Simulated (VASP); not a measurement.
Wanted: the native input for a VASP 6.6.1 run.

- Task: single point
- Functional: BLYP
- Dispersion: D3(BJ)
- Potentials or basis: VASP PAW PBE potentials, release 64 (Sr_sv, O)
- Cutoff: 520 eV
- k mesh: 4 × 4 × 3, shifted
- Occupations: gaussian, width 0.01 eV
- Spin: no spin polarisation
- Dipole correction: no
- Further INCAR settings: ALGO = Normal; EDIFF = 1e-07; NBANDS = 24; ISYM = 0

The structure of SrO lies in POSCAR:

```
SrO
1.0
    4.2526393016     -0.0001779010      0.0000000000
   -2.1264737126      3.6828047207      0.0000000000
    0.0000000000      0.0000000000      5.1520986335
Sr O
2 2
Direct
    0.3333624432      0.6666375568      0.9376467392
    0.6666375568      0.3333624432      0.4376467392
    0.3333356266      0.6666643734      0.4373532608
    0.6666643734      0.3333356266      0.9373532608
```

The input as run:

INCAR

```
SYSTEM = SrO
  PREC = Accurate
  ENCUT = 520
  EDIFF = 1E-7
  ISMEAR = 0
  SIGMA = 0.01
  LREAL = .False.
  LASPH = .True.
  NELM = 100
  ALGO = Normal
  ISIF = 2
  LWAVE = .False.
  LCHARG = .True.
  GGA = B5
  ALDAX = 1.0
  AGGAX = 1.0
  AGGAC = 1.0
  ALDAC = 0.0
  IVDW = 12
  VDW_S6 = 1.0
  VDW_S8 = 2.6996
  VDW_A1 = 0.4298
  VDW_A2 = 4.2359
  LELF = .True.
  LVHAR = .True.
  NBANDS = 24
  ISYM = 0
```

KPOINTS

```
Automatic mesh
0
Gamma
  4 4 3
  0.5 0.5 0.5
```

Potentials or basis: VASP PAW PBE potentials, release 64 (Sr_sv, O).

Launch:

```console
$ cat potpaw_PBE.64/Sr_sv/POTCAR potpaw_PBE.64/O/POTCAR > POTCAR
$ mpirun -np 1 vasp_std > vasp.out
```

Results of the run:

* Pressure: 0.5 GPa
* Largest force: 0.004 eV/Å
* Band gap on the k mesh: 3.68 eV (least direct gap 3.91 eV)
* Dispersion energy per atom: -0.489 eV

Caveat: the PAW data sets were made with another functional, which shifts forces and pressure a little; a shifted mesh leaves out Γ, where band edges can lie.

Wall time 90 s on 1 thread of Intel Xeon 8259CL (shared host), peak memory 0.22 GiB.
